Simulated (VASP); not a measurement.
ZnSe, 4 atoms in the cell. It takes space group I-4m2 (No. 119, tetragonal). The conventional cell has a = 3.924 Å, b = 3.924 Å, c = 5.971 Å, α = 90.00°, β = 90.00°, γ = 90.00°. Zn (site symmetry -4m2) has 4 Se at 2.47 Å within 3.3 Å. Within 3.3 Å of Se (site symmetry -4m2) lie 4 Zn at 2.47 Å.  This cell differs from its parent crystal: uniaxial strain along c: +6.0 %.

* Program: VASP 6.6.1
* Task: single point
* Functional: PBEsol
* Potentials or basis: VASP PAW PBE potentials, release 64 (Zn, Se)
* Cutoff: 520 eV
* k mesh: 8 × 8 × 6
* Occupations: gaussian, width 0.02 eV
* Spin: no spin polarisation
* Dipole correction: no
* Further INCAR settings: ALGO = Normal; EDIFF = 1e-07; NBANDS = 26

Potentials or basis: VASP PAW PBE potentials, release 64 (Zn, Se).

Run with:

```sh
$ cat potpaw_PBE.64/Zn/POTCAR potpaw_PBE.64/Se/POTCAR > POTCAR
$ mpirun -np 1 vasp_std > vasp.out
```

Hardware: 1 thread of AMD EPYC 7R43 64-Core Processor (Zen 3), with other jobs on the host.

Q: Estimate the wall time of this run.

A: It took 2 min on 1 thread of AMD EPYC 7R43 64-Core Processor (Zen 3), with other jobs on the host, peak memory 0.24 GiB. Counts: scf iterations 14, k points 60.
